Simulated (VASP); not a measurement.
# Ru (Fm-3m) in VASP: notebook

Ru is run at these levels: PBE; tasks: single point, relaxation of cell and atoms.

Everything below comes from runs of VASP 6.6.1. Logs are shortened: lines on timing, memory, paths and dates and some standing lists are left out, and cuts for length are marked.

### 1 The cell of the first run

Symmetry: Fm-3m, No. 225, cubic system. Conventional cell: a = 3.830 Å, b = 3.830 Å, c = 3.830 Å, α = 90.00°, β = 90.00°, γ = 90.00°. Ru (site symmetry m-3m) has 12 Ru at 2.71 Å within 3.6 Å.

### 2 Single point, PBE

File INCAR:

```
PREC = Accurate
ENCUT = 520
EDIFF = 1E-7
ISMEAR = 0
SIGMA = 0.1
LREAL = False
LASPH = True
NELM = 100
ALGO = Normal
ISIF = 2
LWAVE = False
LCHARG = True
GGA = PE
LELF = True
LVHAR = True
NBANDS = 13
```

File KPOINTS:

```
regular mesh
0
Gamma
  8 8 8
```

File POSCAR:

```
Ru
1.0
    0.0000000000      1.9150000000      1.9150000000
    1.9150000000      0.0000000000      1.9150000000
    1.9150000000      1.9150000000      0.0000000000
Ru
1
Direct
    0.0000000000      0.0000000000      0.0000000000
```

Potentials or basis: VASP PAW PBE potentials, release 64 (Ru_pv).

Launch:

```bash
> cat potpaw_PBE.64/Ru_pv/POTCAR > POTCAR
> mpirun -np 1 vasp_std > vasp.out
```

OUTCAR:

```text
PREC = Accurate
   ENCUT = 520
   EDIFF = 1E-7
   ISMEAR = 0
   LREAL = False
   LASPH = True
   NELM = 100
   ISIF = 2
   GGA = PE

 ion  position               nearest neighbor table
   1  0.000  0.000  0.000-

  LATTYP: Found a face centered cubic cell.
 ALAT       =     3.8300000000

  Lattice vectors:

 A1 = (   0.0000000000,   1.9150000000,   1.9150000000)
 A2 = (   1.9150000000,   0.0000000000,   1.9150000000)
 A3 = (   1.9150000000,   1.9150000000,   0.0000000000)

Analysis of symmetry for initial positions (statically):
=====================================================================
 Subroutine PRICEL returns:
 Original cell was already a primitive cell.

 Routine SETGRP: Setting up the symmetry group for a
 face centered cubic supercell.

 Subroutine GETGRP returns: Found 48 space group operations
 (whereof 48 operations were pure point group operations)
 out of a pool of 48 trial point group operations.

The static configuration has the point symmetry O_h .

Analysis of symmetry for dynamics (positions and initial velocities):
=====================================================================
 Subroutine PRICEL returns:
 Original cell was already a primitive cell.

 Routine SETGRP: Setting up the symmetry group for a
 face centered cubic supercell.

 Subroutine GETGRP returns: Found 48 space group operations
 (whereof 48 operations were pure point group operations)
 out of a pool of 48 trial point group operations.

The dynamic configuration has the point symmetry O_h .

 Subroutine INISYM returns: Found 48 space group operations
 (whereof 48 operations are pure point group operations),
 and found     1 'primitive' translations

----------------------------------------------------------------------------------------

                                     Primitive cell

  volume of cell :      14.0455

  direct lattice vectors                    reciprocal lattice vectors
     0.000000000  1.915000000  1.915000000    -0.261096606  0.261096606  0.261096606
     1.915000000  0.000000000  1.915000000     0.261096606 -0.261096606  0.261096606
     1.915000000  1.915000000  0.000000000     0.261096606  0.261096606 -0.261096606

  length of vectors
     2.708218972  2.708218972  2.708218972     0.452232587  0.452232587  0.452232587

  position of ions in fractional coordinates (direct lattice)
     0.000000000  0.000000000  0.000000000

  ion indices of the primitive-cell ions
   primitive index   ion index
                 1           1

----------------------------------------------------------------------------------------

 KPOINTS: regular mesh

Automatic generation of k-mesh.
 Grid dimensions read from file:
 generate k-points for:    8    8    8

 Generating k-lattice:

  Cartesian coordinates                     Fractional coordinates (reciprocal lattice)
    -0.032637076  0.032637076  0.032637076     0.125000000  0.000000000  0.000000000
     0.032637076 -0.032637076  0.032637076     0.000000000  0.125000000  0.000000000
     0.032637076  0.032637076 -0.032637076     0.000000000  0.000000000  0.125000000

  Length of vectors
     0.056529073  0.056529073  0.056529073

  Shift w.r.t. Gamma in fractional coordinates (k-lattice)
     0.000000000  0.000000000  0.000000000

 Subroutine IBZKPT returns following result:
 ===========================================

 Found     29 irreducible k-points:

 Following reciprocal coordinates:
            Coordinates               Weight
  0.000000  0.000000  0.000000      1.000000
  0.125000  0.000000  0.000000      8.000000
  0.250000  0.000000  0.000000      8.000000
  0.375000  0.000000  0.000000      8.000000
  0.500000  0.000000  0.000000      4.000000
  0.125000  0.125000  0.000000      6.000000
[... 16 lines left out ...]
  0.500000  0.250000  0.125000     48.000000
 -0.375000  0.250000  0.125000     24.000000
 [... further k-points ...]
   k-points           NKPTS =     29   k-points in BZ     NKDIM =     29   number of bands    NBANDS=     13
   number of dos      NEDOS =    301   number of ions     NIONS =      1
   total plane-waves  NPLWV =   8000
   dimension x,y,z NGX =    20 NGY =   20 NGZ =   20
   dimension x,y,z NGXF=    40 NGYF=   40 NGZF=   40
   ions per type =               1
   NGX,Y,Z   is equivalent  to a cutoff of  12.28, 12.28, 12.28 a.u.
   NGXF,Y,Z  is equivalent  to a cutoff of  24.55, 24.55, 24.55 a.u.
 SYSTEM =  unknown system
   PREC   = accura    normal or accurate (medium, high low for compatibility)
   ISTART =      0    job   : 0-new  1-cont  2-samecut
   ICHARG =      2    charge: 1-file 2-atom 10-const
   ISPIN  =      1    spin polarized calculation?
   LNONCOLLINEAR =      F non collinear calculations
   LSORBIT =      F    spin-orbit coupling
   LASPH  =      T    aspherical Exc in radial PAW
   ENCUT  =  520.0 eV  38.22 Ry    6.18 a.u.   5.04  5.04  5.04*2*pi/ulx,y,z
   NELM   =    100;   NELMIN=  2; NELMDL= -5     # of ELM steps
   EDIFF  = 0.1E-06   stopping-criterion for ELM
   LREAL  =      F    real-space projection
   EDIFFG = 0.1E-05   stopping-criterion for IOM
   NSW    =      0    number of steps for IOM
   IBRION =     -1    ionic relax: 0-MD 1-quasi-New 2-CG
   NFREE  =      0    steps in history (QN), initial steepest desc. (CG)
   ISIF   =      2    stress and relaxation
   ISYM   =      2    0-nonsym 1-usesym 2-fastsym
   POTIM  = 0.5000    time-step for ionic-motion
   TEBEG  =    0.0;   TEEND  =   0.0 temperature during run
   PSTRESS=    0.0 pullay stress
   NELECT =      14.0000    total number of electrons
   NUPDOWN=      -1.0000    fix difference up-down
   EMIN   =  10.00;   EMAX   =-10.00  energy-range for DOS
   EFERMI =   0.00;   METHOD = LEGACY
   ISMEAR =     0;   SIGMA  =   0.10  broadening in eV -4-tet -1-fermi 0-gaus
   EFERMI_NEDOS =   21; number of points for ismear=-14 and -15
   IALGO  =     38    algorithm
   IMIX   =      4    mixing-type and parameters
     AMIX     =   0.40;   BMIX     =  1.00
     AMIX_MAG =   1.60;   BMIX_MAG =  1.00
  volume/ion in A,a.u.               =      14.05        94.78
  Fermi-wavevector in a.u.,A,eV,Ry     =   1.635330  3.090326 36.386117  2.674304
  Thomas-Fermi vector in A             =   2.726821
   LORBIT       =      0    0 simple, 1 ext, 2 COOP (PROOUT), +10 PAW based schemes
   GGA     = PE    functional components
   LHFCALC =     F    Hartree Fock is set to
   AEXX    =    0.0000 exact exchange contribution
   IVDW    =     0    specifies the selected vdW correction
   LEPSILON=     F    determine dielectric tensor
   LRPA    =     F    only Hartree local field effects (RPA)
 non-spin polarized calculation
 Gauss-broadening in eV      SIGMA  =   0.10
  energy-cutoff  :      520.00
  volume of cell :       14.05
 maximum number of plane-waves:       391
   NGX =  9   NGY =  9   NGZ =  9

 number of electron      13.9999998 magnetization

 Free energy of the ion-electron system (eV)
  ---------------------------------------------------
  ext. energy  EPLUGINS =         0.00000000
  ---------------------------------------------------
  free energy    TOTEN  =        -9.15632334 eV

  energy without entropy =       -9.15236091  energy(sigma->0) =       -9.15434212

 E-fermi :  12.0458     XC(G=0): -13.9061

 val. band max:       12.0305299281   @ k =   0.0000   0.0000   0.0000
 cond. band min:      12.1924561738   @ k =   0.2500   0.0000   0.0000
 fundamental gap:      0.1619262457
 Fermi energy:        12.0457687560

 k-point     1 :       0.0000    0.0000    0.0000
  band No.  band energies     occupation
      1     -30.2596      2.00000
      2     -30.2596      2.00000
      3     -30.2596      2.00000
      4       4.4420      2.00000
      5       9.7055      2.00000
      6       9.7055      2.00000
      7       9.7055      2.00000
      8      12.0305      1.17063
      9      12.0305      1.17063
     10      22.7584      0.00000
     11      27.2279      0.00000
     12      32.7807      0.00000
     13      32.7807      0.00000

 k-point     2 :       0.1250    0.0000    0.0000
  band No.  band energies     occupation
      1     -30.4051      2.00000
      2     -30.2788      2.00000
      3     -30.2788      2.00000
      4       5.0589      2.00000
      5       9.4261      2.00000
      6       9.9397      2.00000
      7       9.9397      2.00000
      8      11.9069      1.95039
      9      11.9069      1.95039
     10      22.7582      0.00000
     11      28.1958      0.00000
     12      30.4145      0.00000
     13      33.7874      0.00000

 k-point     3 :       0.2500    0.0000    0.0000
  band No.  band energies     occupation
      1     -30.7476      2.00000
      2     -30.3246      2.00000
      3     -30.3246      2.00000
      4       6.2700      2.00000
      5       9.4526      2.00000
      6      10.0885      2.00000
      7      10.0885      2.00000
      8      12.1925      0.03804
      9      12.1925      0.03804
     10      22.7580      0.00000
     11      27.1646      0.00000
     12      29.3258      0.00000
     13      36.3292      0.00000
[... 305 lines left out ...]
 k-point    23 :       0.5000    0.2500    0.1250
  band No.  band energies     occupation
      1     -31.0072      2.00000
      2     -30.6073      2.00000
      3     -30.4392      2.00000
      4       7.6099      2.00000
      5       8.6919      2.00000
      6       9.3031      2.00000
      7      11.1590      2.00000
      8      12.9719      0.00000
      9      16.2258      0.00000
     10      22.7571      0.00000
     11      24.3695      0.00000
     12      28.3129      0.00000
     13      29.8119      0.00000

 k-point    24 :      -0.3750    0.2500    0.1250
  band No.  band energies     occupation
      1     -31.0835      2.00000
      2     -30.6404      2.00000
      3     -30.4690      2.00000
      4       7.5480      2.00000
      5       8.4311      2.00000
      6      10.0700      2.00000
      7      10.8460      2.00000
      8      13.5732      0.00000
      9      18.3108      0.00000
     10      21.4236      0.00000
     11      22.7601      0.00000
     12      28.2464      0.00000
     13      29.2729      0.00000

 [... further k-points ...]
[... 5 lines left out ...]
  --------------------------------------------------------------------------------------
  -------------------------------------------------------------------------------------
  Total       -0.4778898     -0.4778898     -0.4778898     -0.0000000     -0.0000000      0.0000000
  in kB      -54.5132380    -54.5132380    -54.5132380     -0.0000000     -0.0000000      0.0000000
  external PRESSURE =     -54.5132380 kB  Pullay stress =       0.0000000 kB

 VOLUME and BASIS-vectors are now :
 -----------------------------------------------------------------------------
  energy-cutoff  :      520.00
  volume of cell :       14.05
      direct lattice vectors                 reciprocal lattice vectors
     0.000000000  1.915000000  1.915000000    -0.261096606  0.261096606  0.261096606
     1.915000000  0.000000000  1.915000000     0.261096606 -0.261096606  0.261096606
     1.915000000  1.915000000  0.000000000     0.261096606  0.261096606 -0.261096606

 POSITION                                       TOTAL-FORCE (eV/Angst)
 -----------------------------------------------------------------------------------
      0.00000      0.00000      0.00000         0.000000      0.000000      0.000000
 -----------------------------------------------------------------------------------
    total drift:                                0.000000     -0.000000      0.000000

  FREE ENERGIE OF THE ION-ELECTRON SYSTEM (eV)
  ---------------------------------------------------
  free  energy   TOTEN  =        -9.1563233356 eV

  energy  without entropy=       -9.1523609090  energy(sigma->0) =       -9.15434212
```

Run time: 2.6 s. Hardware: 1 thread of Intel Xeon 6975P-C (Granite Rapids), shared host; peak memory 0.12 GiB.

What came out:

* Free energy: -9.1563 eV
* Pressure: -5.5 GPa
* Band gap on the k mesh: zero (band 7 reaches 14.30 eV, above the bottom of band 8 at 11.33 eV)

Levels at points of the mesh, in eV from the Fermi level:
```
           k point  band 5  band 6  band 7  band 8  band 9  band 10
(0.00, 0.00, 0.00)   -2.34   -2.34   -2.34   -0.02   -0.02    10.71
(0.50, 0.00, 0.00)   -2.46   -2.46    1.11    1.76    1.76     9.78
(0.50, 0.50, 0.00)   -5.52    1.72    2.25    2.25    3.67    10.71
```

[end of part 1 of 2]
